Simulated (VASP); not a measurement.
# BN (Cm) in VASP: a series of runs, part 2 of 2

VASP 6.6.1.

## (3) Single point, PBE (all B atoms moved +0.087 Å, as atom 1 along Cartesian [1 -1 0])

Input file INCAR:

```
PREC     = Accurate       # precision mode
ENCUT    = 520            # plane-wave cutoff, eV
EDIFF    = 1E-6           # SCF threshold, eV
ISMEAR   = 0              # smearing method
SIGMA    = 0.05           # smearing width, eV
LREAL    = False          # projectors in reciprocal space
LASPH    = True           # aspherical terms in the spheres
NELM     = 60             # most SCF steps
ALGO     = Normal         # electronic algorithm
ISIF     = 2              # what is computed and relaxed
LWAVE    = False          # write WAVECAR
LCHARG   = False          # write CHGCAR
GGA      = PE             # functional
NBANDS   = 11             # bands
```

Input file KPOINTS:

```
regular mesh
0
Gamma
  12 12 12
```

Input file POSCAR:

```
BN
1.0
    0.0000000000      1.8130010000      1.8130010000
    1.8130010000      0.0000000000      1.8130010000
    1.8130010000      1.8130010000      0.0000000000
B N
1 1
Direct
   -0.0341267563      0.0341267563      0.0000000000
    0.7500000000      0.7500000000      0.7500000000
```

Potentials or basis: VASP PAW PBE potentials, release 64 (B, N).

Started as:

```console
$ cat potpaw_PBE.64/B/POTCAR potpaw_PBE.64/N/POTCAR > POTCAR
$ mpirun -np 1 vasp_std > vasp.out
```

OUTCAR:

```text
PREC = Accurate
   ENCUT = 520
   EDIFF = 1E-6
   ISMEAR = 0
   LREAL = False
   LASPH = True
   NELM = 60
   ISIF = 2
   GGA = PE

 ion  position               nearest neighbor table
   1  0.966  0.034  0.000-   2 1.50   2 1.57   2 1.57   2 1.64
   2  0.750  0.750  0.750-   1 1.50   1 1.57   1 1.57   1 1.64

  LATTYP: Found a face centered cubic cell.
 ALAT       =     3.6260020000

  Lattice vectors:

 A1 = (   0.0000000000,   1.8130010000,   1.8130010000)
 A2 = (   1.8130010000,   0.0000000000,   1.8130010000)
 A3 = (   1.8130010000,   1.8130010000,   0.0000000000)

Analysis of symmetry for initial positions (statically):
=====================================================================
 Subroutine PRICEL returns:
 Original cell was already a primitive cell.

 Routine SETGRP: Setting up the symmetry group for a
 face centered cubic supercell.

 Subroutine GETGRP returns: Found  2 space group operations
 (whereof  2 operations were pure point group operations)
 out of a pool of 48 trial point group operations.

The static configuration has the point symmetry C_1h.

Analysis of symmetry for dynamics (positions and initial velocities):
=====================================================================
 Subroutine PRICEL returns:
 Original cell was already a primitive cell.

 Routine SETGRP: Setting up the symmetry group for a
 face centered cubic supercell.

 Subroutine GETGRP returns: Found  2 space group operations
 (whereof  2 operations were pure point group operations)
 out of a pool of 48 trial point group operations.

The dynamic configuration has the point symmetry C_1h.

 Subroutine INISYM returns: Found  2 space group operations
 (whereof  2 operations are pure point group operations),
 and found     1 'primitive' translations

----------------------------------------------------------------------------------------

                                     Primitive cell

  volume of cell :      11.9186

  direct lattice vectors                    reciprocal lattice vectors
     0.000000000  1.813001000  1.813001000    -0.275785838  0.275785838  0.275785838
     1.813001000  0.000000000  1.813001000     0.275785838 -0.275785838  0.275785838
     1.813001000  1.813001000  0.000000000     0.275785838  0.275785838 -0.275785838

  length of vectors
     2.563970603  2.563970603  2.563970603     0.477675083  0.477675083  0.477675083

  position of ions in fractional coordinates (direct lattice)
     0.965873244  0.034126756  0.000000000
     0.750000000  0.750000000  0.750000000

  ion indices of the primitive-cell ions
   primitive index   ion index
                 1           1
                 2           2

----------------------------------------------------------------------------------------

 KPOINTS: regular mesh

Automatic generation of k-mesh.
 Grid dimensions read from file:
 generate k-points for:   12   12   12

 Generating k-lattice:

  Cartesian coordinates                     Fractional coordinates (reciprocal lattice)
    -0.022982153  0.022982153  0.022982153     0.083333333  0.000000000  0.000000000
     0.022982153 -0.022982153  0.022982153     0.000000000  0.083333333  0.000000000
     0.022982153  0.022982153 -0.022982153     0.000000000  0.000000000  0.083333333

  Length of vectors
     0.039806257  0.039806257  0.039806257

  Shift w.r.t. Gamma in fractional coordinates (k-lattice)
     0.000000000  0.000000000  0.000000000

 Subroutine IBZKPT returns following result:
 ===========================================

 Found    476 irreducible k-points:

 Following reciprocal coordinates:
            Coordinates               Weight
  0.000000  0.000000  0.000000      1.000000
  0.083333  0.000000  0.000000      2.000000
  0.000000  0.083333  0.000000      2.000000
  0.000000  0.000000  0.083333      4.000000
  0.166667  0.000000  0.000000      2.000000
  0.000000  0.166667  0.000000      2.000000
[... 16 lines left out ...]
  0.000000  0.166667  0.083333      4.000000
  0.083333  0.000000  0.166667      4.000000
 [... further k-points ...]
   k-points           NKPTS =    476   k-points in BZ     NKDIM =    476   number of bands    NBANDS=     11
   number of dos      NEDOS =    301   number of ions     NIONS =      2
   total plane-waves  NPLWV =   8000
   dimension x,y,z NGX =    20 NGY =   20 NGZ =   20
   dimension x,y,z NGXF=    40 NGYF=   40 NGZF=   40
   ions per type =               1   1
   NGX,Y,Z   is equivalent  to a cutoff of  12.97, 12.97, 12.97 a.u.
   NGXF,Y,Z  is equivalent  to a cutoff of  25.94, 25.94, 25.94 a.u.
 SYSTEM =  unknown system
   PREC   = accura    normal or accurate (medium, high low for compatibility)
   ISTART =      0    job   : 0-new  1-cont  2-samecut
   ICHARG =      2    charge: 1-file 2-atom 10-const
   ISPIN  =      1    spin polarized calculation?
   LNONCOLLINEAR =      F non collinear calculations
   LSORBIT =      F    spin-orbit coupling
   LASPH  =      T    aspherical Exc in radial PAW
   ENCUT  =  520.0 eV  38.22 Ry    6.18 a.u.   4.77  4.77  4.77*2*pi/ulx,y,z
   NELM   =     60;   NELMIN=  2; NELMDL= -5     # of ELM steps
   EDIFF  = 0.1E-05   stopping-criterion for ELM
   LREAL  =      F    real-space projection
   EDIFFG = 0.1E-04   stopping-criterion for IOM
   NSW    =      0    number of steps for IOM
   IBRION =     -1    ionic relax: 0-MD 1-quasi-New 2-CG
   NFREE  =      0    steps in history (QN), initial steepest desc. (CG)
   ISIF   =      2    stress and relaxation
   ISYM   =      2    0-nonsym 1-usesym 2-fastsym
   POTIM  = 0.5000    time-step for ionic-motion
   TEBEG  =    0.0;   TEEND  =   0.0 temperature during run
   PSTRESS=    0.0 pullay stress
   NELECT =       8.0000    total number of electrons
   NUPDOWN=      -1.0000    fix difference up-down
   EMIN   =  10.00;   EMAX   =-10.00  energy-range for DOS
   EFERMI =   0.00;   METHOD = LEGACY
   ISMEAR =     0;   SIGMA  =   0.05  broadening in eV -4-tet -1-fermi 0-gaus
   EFERMI_NEDOS =   21; number of points for ismear=-14 and -15
   IALGO  =     38    algorithm
   IMIX   =      4    mixing-type and parameters
     AMIX     =   0.40;   BMIX     =  1.00
     AMIX_MAG =   1.60;   BMIX_MAG =  1.00
  volume/ion in A,a.u.               =       5.96        40.22
  Fermi-wavevector in a.u.,A,eV,Ry     =   1.433387  2.708709 27.954506  2.054598
  Thomas-Fermi vector in A             =   2.552911
   LORBIT       =      0    0 simple, 1 ext, 2 COOP (PROOUT), +10 PAW based schemes
   GGA     = PE    functional components
   LHFCALC =     F    Hartree Fock is set to
   AEXX    =    0.0000 exact exchange contribution
   IVDW    =     0    specifies the selected vdW correction
   LEPSILON=     F    determine dielectric tensor
   LRPA    =     F    only Hartree local field effects (RPA)
 non-spin polarized calculation
 Gauss-broadening in eV      SIGMA  =   0.05
  energy-cutoff  :      520.00
  volume of cell :       11.92
 maximum number of plane-waves:       332
   NGX =  9   NGY =  9   NGZ =  9

 number of electron       7.9999999 magnetization

 Free energy of the ion-electron system (eV)
  ---------------------------------------------------
  ext. energy  EPLUGINS =         0.00000000
  ---------------------------------------------------
  free energy    TOTEN  =       -17.36038843 eV

  energy without entropy =      -17.36038843  energy(sigma->0) =      -17.36038843

 E-fermi :   8.3372     XC(G=0): -12.7769

 val. band max:        7.9886696845   @ k =   0.0000   0.0000   0.0000
 cond. band min:      11.6405133311   @ k =   0.5000   0.5000   0.0000
 fundamental gap:      3.6518436466
 Fermi energy:         8.3372310347

 k-point     1 :       0.0000    0.0000    0.0000
  band No.  band energies     occupation
      1     -12.8429      2.00000
      2       6.4562      2.00000
      3       7.3259      2.00000
      4       7.9887      2.00000
      5      15.5557      0.00000
      6      15.9955      0.00000
      7      16.7439      0.00000
      8      17.5646      0.00000
      9      31.7941      0.00000
     10      34.8266      0.00000
     11      34.9450      0.00000
[... 309 lines left out ...]
 k-point    24 :       0.0833    0.0000    0.1667
  band No.  band energies     occupation
      1     -12.2340      2.00000
      2       4.7849      2.00000
      3       5.7606      2.00000
      4       7.2730      2.00000
      5      15.5682      0.00000
      6      16.9179      0.00000
      7      18.1280      0.00000
      8      19.2739      0.00000
      9      28.3676      0.00000
     10      32.6135      0.00000
     11      33.6479      0.00000

 [... further k-points ...]
[... 5 lines left out ...]
  --------------------------------------------------------------------------------------
  -------------------------------------------------------------------------------------
  Total        0.1373048      0.1373048      0.1759307     -0.1767796     -0.0954561      0.0954561
  in kB       18.4574694     18.4574694     23.6498332    -23.7639526    -12.8318709     12.8318725
  external PRESSURE =      20.1882573 kB  Pullay stress =       0.0000000 kB

 VOLUME and BASIS-vectors are now :
 -----------------------------------------------------------------------------
  energy-cutoff  :      520.00
  volume of cell :       11.92
      direct lattice vectors                 reciprocal lattice vectors
     0.000000000  1.813001000  1.813001000    -0.275785838  0.275785838  0.275785838
     1.813001000  0.000000000  1.813001000     0.275785838 -0.275785838  0.275785838
     1.813001000  1.813001000  0.000000000     0.275785838  0.275785838 -0.275785838

 POSITION                                       TOTAL-FORCE (eV/Angst)
 -----------------------------------------------------------------------------------
      0.06187      1.75113      1.81300        -1.462843      1.462843     -0.361159
      2.71950      2.71950      2.71950         1.462843     -1.462843      0.361159
 -----------------------------------------------------------------------------------
    total drift:                                0.000033     -0.000033      0.000023

  FREE ENERGIE OF THE ION-ELECTRON SYSTEM (eV)
  ---------------------------------------------------
  free  energy   TOTEN  =       -17.3603884323 eV

  energy  without entropy=      -17.3603884323  energy(sigma->0) =      -17.36038843
```

Run time: 31 s. Hardware: 1 thread of Intel Xeon Platinum 8488C (Sapphire Rapids), shared host; peak memory 0.17 GiB.

What came out:

```yaml
Free_energy: -17.3604 eV
Pressure: 2.0 GPa
Largest_force: 2.100 eV/Å
Band_gap_on_the_k_mesh: 3.65 eV, indirect (least direct gap 7.57 eV)
```

Forces on the atoms (eV/Å):
```
B   -1.463  1.463 -0.361
N    1.463 -1.463  0.361
```

Caveat: the cell differs from its parent crystal (all B atoms moved +0.087 Å, as atom 1 along Cartesian [1 -1 0]); forces of over 1 eV/Å act on the atoms, so gaps and moduli don't describe the material at rest. A k mesh can miss the band edges.

## (4) Single point, PBE (all B atoms moved +0.062 Å, as atom 1 along Cartesian [1 -1 0])

Input file INCAR:

```
  PREC = Accurate
  ENCUT = 520
  EDIFF = 1E-6
  ISMEAR = 0
  SIGMA = 0.05
  LREAL = False
  LASPH = True
  NELM = 60
  ALGO = Normal
  ISIF = 2
  LWAVE = False
  LCHARG = False
  GGA = PE
  NBANDS = 11
```

KPOINTS is that of step 3.

Changes to POSCAR since step 3:

```diff
@@ -8,3 +8,3 @@
 Direct
-   -0.0341267563      0.0341267563      0.0000000000
+   -0.0243762545      0.0243762545      0.0000000000
     0.7500000000      0.7500000000      0.7500000000
```

Started as:

```console
$ cat potpaw_PBE.64/B/POTCAR potpaw_PBE.64/N/POTCAR > POTCAR
$ mpirun -np 1 vasp_std > vasp.out
```

Run time: 29 s. Hardware: 1 thread of Intel Xeon Platinum 8488C (Sapphire Rapids), shared host; peak memory 0.17 GiB.

The run converged. Its results:

| Property | Result |
| --- | --- |
| Free energy | -17.4047 eV |
| Pressure | 0.9 GPa |
| Largest force | 1.491 eV/Å |
| Band gap on the k mesh | 3.88 eV, indirect (least direct gap 7.86 eV) |

Forces in eV/Å, atoms in the order of the input:
```
B   -1.046  1.046 -0.184
N    1.046 -1.046  0.184
```

Stress tensor (GPa, compression positive):
```
 0.86 -1.22  0.89
-1.22  0.86 -0.89
 0.89 -0.89  1.12
```

Levels at points of the mesh, in eV from the valence-band top:
| k point | band 1 | band 2 | band 3 | band 4 | band 5 | band 6 | band 7 | band 8 | band 9 |
| --- | --- | --- | --- | --- | --- | --- | --- | --- | --- |
| (0.00, 0.00, 0.00) | -20.65 | -1.11 | -0.50 | 0.00 | 7.86 | 8.22 | 8.75 | 9.71 | 24.02 |
| (0.50, 0.00, 0.00) | -16.47 | -10.99 | -2.83 | -2.25 | 9.42 | 9.47 | 10.57 | 14.32 | 23.16 |
| (0.00, 0.50, 0.00) | -16.50 | -11.26 | -2.60 | -2.09 | 9.34 | 9.99 | 10.81 | 14.91 | 22.28 |
| (0.00, 0.00, 0.50) | -16.48 | -11.13 | -2.91 | -1.96 | 9.01 | 9.67 | 11.12 | 14.63 | 22.75 |
| (0.50, 0.50, 0.00) | -15.14 | -9.40 | -5.38 | -5.32 | 3.88 | 8.55 | 17.26 | 17.47 | 20.09 |
| (0.00, 0.50, 0.50) | -15.13 | -9.38 | -5.56 | -5.18 | 3.91 | 8.61 | 16.97 | 17.70 | 20.02 |

Caveat: the cell differs from its parent crystal (all B atoms moved +0.062 Å, as atom 1 along Cartesian [1 -1 0]); forces of over 1 eV/Å act on the atoms, so gaps and moduli don't describe the material at rest.

## (5) Single point, PBE (all B atoms moved +0.037 Å, as atom 1 along Cartesian [1 -1 0])

Input file INCAR:

```
PREC = Accurate
ENCUT = 520
EDIFF = 1E-7
ISMEAR = 0
SIGMA = 0.05
LREAL = False
LASPH = True
NELM = 100
ALGO = Normal
ISIF = 2
LWAVE = False
LCHARG = True
GGA = PE
LELF = True
LVHAR = True
NBANDS = 11
```

KPOINTS is that of step 4.

Changes to POSCAR since step 4:

```diff
@@ -8,3 +8,3 @@
 Direct
-   -0.0243762545      0.0243762545      0.0000000000
+   -0.0146257527      0.0146257527      0.0000000000
     0.7500000000      0.7500000000      0.7500000000
```

Started as:

```console
$ cat potpaw_PBE.64/B/POTCAR potpaw_PBE.64/N/POTCAR > POTCAR
$ mpirun -np 1 vasp_std > vasp.out
```

It took 32 s on 1 thread of Intel Xeon Platinum 8488C (Sapphire Rapids), shared host; peak memory 0.17 GiB.

It converged, with:

- Free energy: -17.4344 eV
- Pressure: 0.2 GPa
- Largest force: 0.891 eV/Å
- Band gap on the k mesh: 4.11 eV, indirect (least direct gap 8.20 eV)

Forces in eV/Å, atoms in the order of the input:
```
B   -0.628  0.628 -0.066
N    0.628 -0.628  0.066
```

Stress tensor (GPa, compression positive):
```
 0.20 -0.44  0.52
-0.44  0.20 -0.52
 0.52 -0.52  0.29
```

Levels at points of the mesh, in eV from the valence-band top:
| k point | band 1 | band 2 | band 3 | band 4 | band 5 | band 6 | band 7 | band 8 | band 9 |
| --- | --- | --- | --- | --- | --- | --- | --- | --- | --- |
| (0.00, 0.00, 0.00) | -20.45 | -0.67 | -0.32 | 0.00 | 8.20 | 8.44 | 8.74 | 9.89 | 24.25 |
| (0.50, 0.00, 0.00) | -16.27 | -10.85 | -2.47 | -2.14 | 9.67 | 9.93 | 10.58 | 14.65 | 23.25 |
| (0.00, 0.50, 0.00) | -16.29 | -11.01 | -2.35 | -2.03 | 9.65 | 10.20 | 10.74 | 15.01 | 22.70 |
| (0.00, 0.00, 0.50) | -16.28 | -10.93 | -2.53 | -1.96 | 9.52 | 9.95 | 10.91 | 14.84 | 22.99 |
| (0.50, 0.50, 0.00) | -14.93 | -9.19 | -5.18 | -5.16 | 4.11 | 8.82 | 17.46 | 17.53 | 20.30 |
| (0.00, 0.50, 0.50) | -14.92 | -9.18 | -5.29 | -5.06 | 4.12 | 8.84 | 17.26 | 17.70 | 20.27 |

Caveat: the cell differs from its parent crystal (all B atoms moved +0.037 Å, as atom 1 along Cartesian [1 -1 0]). A k mesh can miss the band edges.

## (6) Single point, PBE (all B atoms moved +0.013 Å, as atom 1 along Cartesian [1 -1 0])

Input file INCAR:

```
ALGO = Normal
EDIFF = 1E-6
ENCUT = 520
GGA = PE
ISIF = 2
ISMEAR = 0
LASPH = True
LCHARG = False
LREAL = False
LWAVE = False
NBANDS = 11
NELM = 80
PREC = Accurate
SIGMA = 0.05
```

Input file KPOINTS:

```
k-points
0
Gamma
  12 12 12
```

Changes to POSCAR since step 5:

```diff
@@ -8,3 +8,3 @@
 Direct
-   -0.0146257527      0.0146257527      0.0000000000
+   -0.0048752509      0.0048752509      0.0000000000
     0.7500000000      0.7500000000      0.7500000000
```

Potentials or basis: VASP PAW PBE potentials, release 64 (B, N).

Started as:

```console
$ cat potpaw_PBE.64/B/POTCAR potpaw_PBE.64/N/POTCAR > POTCAR
$ mpirun -np 1 vasp_std > vasp.out
```

It took 29 s on 1 thread of Intel Xeon Platinum 8488C (Sapphire Rapids), shared host; peak memory 0.17 GiB.

It converged, with:

* Free energy: -17.4492 eV
* Pressure: -0.1 GPa
* Largest force: 0.296 eV/Å
* Band gap on the k mesh: 4.34 eV, indirect (least direct gap 8.58 eV)

Forces in eV/Å, atoms in the order of the input:
```
B   -0.210  0.210 -0.007
N    0.210 -0.210  0.007
```

Stress tensor (GPa, compression positive):
```
-0.12 -0.05  0.17
-0.05 -0.12 -0.17
 0.17 -0.17 -0.11
```

Levels at points of the mesh, in eV from the valence-band top:
| k point | band 1 | band 2 | band 3 | band 4 | band 5 | band 6 | band 7 | band 8 |
| --- | --- | --- | --- | --- | --- | --- | --- | --- |
| (0.00, 0.00, 0.00) | -20.24 | -0.22 | -0.11 | 0.00 | 8.58 | 8.66 | 8.76 | 10.09 |
| (0.50, 0.00, 0.00) | -16.06 | -10.69 | -2.11 | -2.00 | 9.91 | 10.41 | 10.62 | 14.99 |
| (0.00, 0.50, 0.00) | -16.07 | -10.74 | -2.07 | -1.96 | 9.91 | 10.48 | 10.68 | 15.11 |
| (0.00, 0.00, 0.50) | -16.06 | -10.72 | -2.13 | -1.94 | 9.90 | 10.38 | 10.73 | 15.05 |
| (0.50, 0.50, 0.00) | -14.71 | -8.97 | -4.97 | -4.97 | 4.34 | 9.07 | 17.67 | 17.68 |
| (0.00, 0.50, 0.50) | -14.71 | -8.97 | -5.01 | -4.93 | 4.34 | 9.07 | 17.60 | 17.74 |

Caveat: the cell differs from its parent crystal (all B atoms moved +0.013 Å, as atom 1 along Cartesian [1 -1 0]). A k mesh can miss the band edges.
